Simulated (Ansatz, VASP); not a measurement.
## Two plane-wave programs on Ca

Contents of INCAR:

```
SYSTEM = Ca
PREC     = Accurate       ! precision mode
ENCUT    = 500            ! plane-wave cutoff, eV
EDIFF    = 1E-6           ! SCF threshold, eV
ISMEAR   = 0              ! smearing method
SIGMA    = 0.1            ! smearing width, eV
LREAL    = .FALSE.        ! projectors in reciprocal space
LASPH    = .TRUE.         ! aspherical terms in the spheres
NELM     = 120            ! most SCF steps
ALGO     = Normal         ! electronic algorithm
ISIF     = 2              ! what is computed and relaxed
LWAVE    = .FALSE.        ! write WAVECAR
LCHARG   = .FALSE.        ! write CHGCAR
GGA      = PE             ! functional
IVDW     = 12             ! dispersion correction
NBANDS   = 11             ! bands
GGA_COMPAT= .FALSE.
```

Contents of KPOINTS:

```
Automatic mesh
0
G
  6 6 6
  0 0 0
```

The input POSCAR:

```
Ca
1.0
    0.0000000000      2.7942000000      2.7942000000
    2.7942000000      0.0000000000      2.7942000000
    2.7942000000      2.7942000000      0.0000000000
Ca
1
Direct
    0.0000000000      0.0000000000      0.0000000000
```

Input for Ansatz:

```yaml
crystal:
  lattice:
    - [0.0, 2.7942, 2.7942]
    - [2.7942, 0.0, 2.7942]
    - [2.7942, 2.7942, 0.0]
  atoms:
    - { symbol: Ca, position: [0.0, 0.0, 0.0] }
basis:
  ecutwfc: 420
kpoints:
  mp_grid: { grid: [6, 6, 6] }
hamiltonian:
  xc: pbe
  dispersion: d3bj
scf:
  occupations: { method: gaussian, width: 0.1 }
output:
  forces: true
  stress: true
  eigenvalues: true
```

Alike in both runs: task single point; functional PBE; dispersion D3(BJ); k mesh 6 × 6 × 6; occupations gaussian, width 0.1 eV; no spin polarisation.

|  | VASP | Ansatz |
| --- | --- | --- |
| version | VASP 6.6.1 | Ansatz 0.2.0 |
| potentials or method | VASP PAW PBE potentials, release 64 (Ca_sv), cutoff 500 eV | scalar-relativistic, plane waves, PAW |
| valence electrons in the cell | 10 | 10 |

```csv
,VASP,Ansatz,Ansatz less VASP
gap on the k mesh at the Fermi level (eV),none,none,-
pressure (GPa),-1.4,-1.4,+0.01
```

A gap of «none» marks a metal or a gap that the smearing closes.
